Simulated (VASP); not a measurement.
PbSe, 2 atoms in the cell. Symmetry: I4/mmm, No. 139, tetragonal system. The conventional cell has a = 4.244 Å, b = 4.244 Å, c = 6.124 Å, α = 90.00°, β = 90.00°, γ = 90.00°. Pb (site symmetry 4/mmm) has 6 Se at 3.00 to 3.06 Å within 4.0 Å. Se (site symmetry 4/mmm) has 6 Pb at 3.00 to 3.06 Å within 4.0 Å.  This cell differs from its parent crystal: equal xx and yy strain of -2 %.

| Property | Result |
| --- | --- |
| Program | VASP 6.6.1 |
| Task | single point |
| Functional | PBEsol |
| Potentials or basis | VASP PAW PBE potentials, release 64 (Pb_d, Se) |
| Cutoff | 520 eV |
| k mesh | 9 × 9 × 9 |
| Occupations | fermi-dirac, width 0.01 eV |
| Spin | no spin polarisation |
| Dipole correction | no |
| Further INCAR settings | ALGO = Normal; EDIFF = 1e-06; NBANDS = 17 |

Potentials or basis: VASP PAW PBE potentials, release 64 (Pb_d, Se).

The run is started by

```console
$ cat potpaw_PBE.64/Pb_d/POTCAR potpaw_PBE.64/Se/POTCAR > POTCAR
$ mpirun -np 1 vasp_std > vasp.out
```

Hardware: 1 thread of Intel(R) Xeon(R) Platinum 8488C (Sapphire Rapids), with other jobs on the host.

Question: Estimate the wall time of this run.

Answer: Wall time 36 s on 1 thread of Intel(R) Xeon(R) Platinum 8488C (Sapphire Rapids), on a shared host, peak memory 0.22 GiB. Counts: scf iterations 12, k points 75.
